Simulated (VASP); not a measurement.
# AgSn2 (Cmmm) in VASP: single point with PBE

Aim: the single point of AgSn2 with PBE.

Everything below comes from runs of VASP 6.6.1. Logs are shortened: lines on timing, memory, paths and dates and some standing lists are left out, and cuts for length are marked.

### Step 1. The cell of the first run

The structure is orthorhombic, space group Cmmm (No. 65). The conventional cell has a = 3.365 Å, b = 13.842 Å, c = 3.182 Å, α = 90.00°, β = 90.00°, γ = 90.00°. Ag (site symmetry mmm) has 8 Sn at 3.07 Å and 4 Ag at 3.18 to 3.37 Å within 4.0 Å. Within 4.1 Å of Sn (site symmetry m2m) lie 4 Ag at 3.07 Å and 7 Sn at 3.18 to 4.05 Å.

### Step 2. Single point, PBE

The input, INCAR:

```
  PREC = Accurate
  ENCUT = 520
  EDIFF = 1E-6
  ISMEAR = 0
  SIGMA = 0.1
  LREAL = F
  LASPH = T
  NELM = 60
  ALGO = Fast
  ISIF = 2
  LWAVE = F
  LCHARG = F
  GGA = PE
  NBANDS = 26
```

The input, KPOINTS:

```
Automatic mesh
0
Gamma
  12 12 16
```

The input, POSCAR:

```
AgSn2
1.0
    1.6826454052     -6.9210320317      0.0000000000
    1.6826454052      6.9210320317      0.0000000000
    0.0000000000      0.0000000000      3.1815880302
Ag Sn
1 2
Direct
    0.0000000000      0.0000000000      0.0000000000
    0.3538735707      0.6461264293      0.5000000000
    0.6461264293      0.3538735707      0.5000000000
```

Potentials or basis: VASP PAW PBE potentials, release 64 (Ag, Sn_d).

Started as:

```
> cat potpaw_PBE.64/Ag/POTCAR potpaw_PBE.64/Sn_d/POTCAR > POTCAR
> mpirun -np 1 vasp_std > vasp.out
```

OUTCAR:

```text
PREC = Accurate
   ENCUT = 520
   EDIFF = 1E-6
   ISMEAR = 0
   LREAL = F
   LASPH = T
   NELM = 60
   ISIF = 2
   GGA = PE

 ion  position               nearest neighbor table
   1  0.000  0.000  0.000-   3 3.07   3 3.07   2 3.07   2 3.07   3 3.07   3 3.07   2 3.07   2 3.07

   2  0.354  0.646  0.500-   1 3.07   1 3.07   1 3.07   1 3.07   3 3.33   3 3.33
   3  0.646  0.354  0.500-   1 3.07   1 3.07   1 3.07   1 3.07   2 3.33   2 3.33

  LATTYP: Found a base centered orthorhombic cell.
 ALAT       =     3.3652908104
 B/A-ratio  =     4.1131851133
 C/A-ratio  =     0.9454125095

  Lattice vectors:

 A1 = (   1.6826454052,  -6.9210320317,   0.0000000000)
 A2 = (   1.6826454052,   6.9210320317,   0.0000000000)
 A3 = (   0.0000000000,   0.0000000000,   3.1815880302)

Analysis of symmetry for initial positions (statically):
=====================================================================
 Subroutine PRICEL returns:
 Original cell was already a primitive cell.

 Routine SETGRP: Setting up the symmetry group for a
 base centered orthorhombic supercell.

 Subroutine GETGRP returns: Found  8 space group operations
 (whereof  8 operations were pure point group operations)
 out of a pool of  8 trial point group operations.

The static configuration has the point symmetry D_2h.

Analysis of symmetry for dynamics (positions and initial velocities):
=====================================================================
 Subroutine PRICEL returns:
 Original cell was already a primitive cell.

 Routine SETGRP: Setting up the symmetry group for a
 base centered orthorhombic supercell.

 Subroutine GETGRP returns: Found  8 space group operations
 (whereof  8 operations were pure point group operations)
 out of a pool of  8 trial point group operations.

The dynamic configuration has the point symmetry D_2h.

 Subroutine INISYM returns: Found  8 space group operations
 (whereof  8 operations are pure point group operations),
 and found     1 'primitive' translations

----------------------------------------------------------------------------------------

                                     Primitive cell

  volume of cell :      74.1033

  direct lattice vectors                    reciprocal lattice vectors
     1.682645405 -6.921032032  0.000000000     0.297151140 -0.072243561  0.000000000
     1.682645405  6.921032032  0.000000000     0.297151140  0.072243561  0.000000000
     0.000000000  0.000000000  3.181588030     0.000000000  0.000000000  0.314308449

  length of vectors
[... 86 lines left out ...]
   EDIFFG = 0.1E-04   stopping-criterion for IOM
   NSW    =      0    number of steps for IOM
   IBRION =     -1    ionic relax: 0-MD 1-quasi-New 2-CG
   NFREE  =      0    steps in history (QN), initial steepest desc. (CG)
   ISIF   =      2    stress and relaxation
   ISYM   =      2    0-nonsym 1-usesym 2-fastsym
   POTIM  = 0.5000    time-step for ionic-motion
   TEBEG  =    0.0;   TEEND  =   0.0 temperature during run
   PSTRESS=    0.0 pullay stress
   NELECT =      39.0000    total number of electrons
   NUPDOWN=      -1.0000    fix difference up-down
   EMIN   =  10.00;   EMAX   =-10.00  energy-range for DOS
   EFERMI =   0.00;   METHOD = LEGACY
   ISMEAR =     0;   SIGMA  =   0.10  broadening in eV -4-tet -1-fermi 0-gaus
   EFERMI_NEDOS =   21; number of points for ismear=-14 and -15
   IALGO  =     68    algorithm
   IMIX   =      4    mixing-type and parameters
     AMIX     =   0.40;   BMIX     =  1.00
     AMIX_MAG =   1.60;   BMIX_MAG =  1.00
  volume/ion in A,a.u.               =      24.70       166.69
  Fermi-wavevector in a.u.,A,eV,Ry     =   1.321754  2.497752 23.769828  1.747033
  Thomas-Fermi vector in A             =   2.451485
   LORBIT       =      0    0 simple, 1 ext, 2 COOP (PROOUT), +10 PAW based schemes
   GGA     = PE    functional components
   LHFCALC =     F    Hartree Fock is set to
   AEXX    =    0.0000 exact exchange contribution
   IVDW    =     0    specifies the selected vdW correction
   LEPSILON=     F    determine dielectric tensor
   LRPA    =     F    only Hartree local field effects (RPA)
 non-spin polarized calculation
 RMM-DIIS sequential band-by-band and
 Gauss-broadening in eV      SIGMA  =   0.10
  energy-cutoff  :      520.00
  volume of cell :       74.10
 maximum number of plane-waves:      2022
 NGX is ok and might be reduce to    54
   NGX = 27   NGY = 27   NGZ = 11

 number of electron      39.0000006 magnetization

 Free energy of the ion-electron system (eV)
  ---------------------------------------------------
  ext. energy  EPLUGINS =         0.00000000
  ---------------------------------------------------
  free energy    TOTEN  =       -10.27447967 eV

  energy without entropy =      -10.26891900  energy(sigma->0) =      -10.27169934

 E-fermi :   7.8188     XC(G=0): -10.5850

 val. band max:        7.8110540367   @ k =   0.2500   0.0000   0.1250
 cond. band min:       7.8243039862   @ k =   0.3333  -0.0000   0.3750
 fundamental gap:      0.0132499495
 Fermi energy:         7.8187874665

 k-point     1 :       0.0000    0.0000    0.0000
  band No.  band energies     occupation
      1     -13.8297      2.00000
      2     -13.8116      2.00000
      3     -13.7247      2.00000
      4     -13.7028      2.00000
      5     -13.6878      2.00000
      6     -13.6344      2.00000
[... 685 lines left out ...]
     25      16.4922      0.00000
     26      16.9059      0.00000

 [... further k-points ...]

------------------------ aborting loop because EDIFF is reached ----------------------------------------

  FORCE on cell =-STRESS in cart. coord.  units (eV):
  Direction    XX          YY          ZZ          XY          YZ          ZX
  --------------------------------------------------------------------------------------
  -------------------------------------------------------------------------------------
  Total       -0.0525077     -0.0362823     -0.0364614     -0.0000000      0.0000000      0.0000000
  in kB       -1.1352618     -0.7844552     -0.7883267     -0.0000000      0.0000000      0.0000000
  external PRESSURE =      -0.9026812 kB  Pullay stress =       0.0000000 kB

 VOLUME and BASIS-vectors are now :
 -----------------------------------------------------------------------------
  energy-cutoff  :      520.00
  volume of cell :       74.10
      direct lattice vectors                 reciprocal lattice vectors
     1.682645405 -6.921032032  0.000000000     0.297151140 -0.072243561  0.000000000
     1.682645405  6.921032032  0.000000000     0.297151140  0.072243561  0.000000000
     0.000000000  0.000000000  3.181588030     0.000000000  0.000000000  0.314308449

 POSITION                                       TOTAL-FORCE (eV/Angst)
 -----------------------------------------------------------------------------------
      0.00000      0.00000      0.00000         0.000000      0.000000      0.000000
      1.68265      2.02269      1.59079        -0.000000      0.009079     -0.000000
      1.68265     -2.02269      1.59079        -0.000000     -0.009079      0.000000
 -----------------------------------------------------------------------------------
    total drift:                                0.000000     -0.000000     -0.000000

  FREE ENERGIE OF THE ION-ELECTRON SYSTEM (eV)
  ---------------------------------------------------
  free  energy   TOTEN  =       -10.2744796715 eV

  energy  without entropy=      -10.2689189987  energy(sigma->0) =      -10.27169934
```

Wall time 10 min (1 thread of Intel Xeon 6975P-C (Granite Rapids), shared host); peak memory 0.77 GiB.

What came out:

| Property | Result |
| --- | --- |
| Free energy | -10.2745 eV |
| Pressure | -0.1 GPa |
| Largest force | 0.009 eV/Å |
| Band gap on the k mesh | zero (an odd number of electrons rules out a gap without spin polarisation) |

Forces in eV/Å, atoms in the order of the input:
```
Ag   0.000  0.000  0.000
Sn   0.000  0.009  0.000
Sn   0.000 -0.009  0.000
```

Levels at points of the mesh, in eV from the Fermi level:
```csv
k point,band 18,band 19,band 20,band 21,band 22,band 23
"(0.00, 0.00, 0.00)",-4.30,2.38,3.80,3.90,4.42,5.02
"(0.50, 0.00, 0.00)",-3.92,-3.13,-1.11,0.61,4.05,5.43
"(0.50, 0.50, 0.00)",-2.47,-1.46,2.84,5.32,5.40,5.53
"(0.00, 0.00, 0.50)",-3.18,-2.90,-2.49,1.04,5.58,5.85
"(0.50, 0.00, 0.50)",-2.39,-1.85,-0.78,-0.29,1.73,2.43
"(0.50, 0.50, 0.50)",-4.16,-2.74,1.10,1.21,3.29,4.11
```

Caveat: spin-orbit coupling is left out, which moves the levels of the heavy elements.
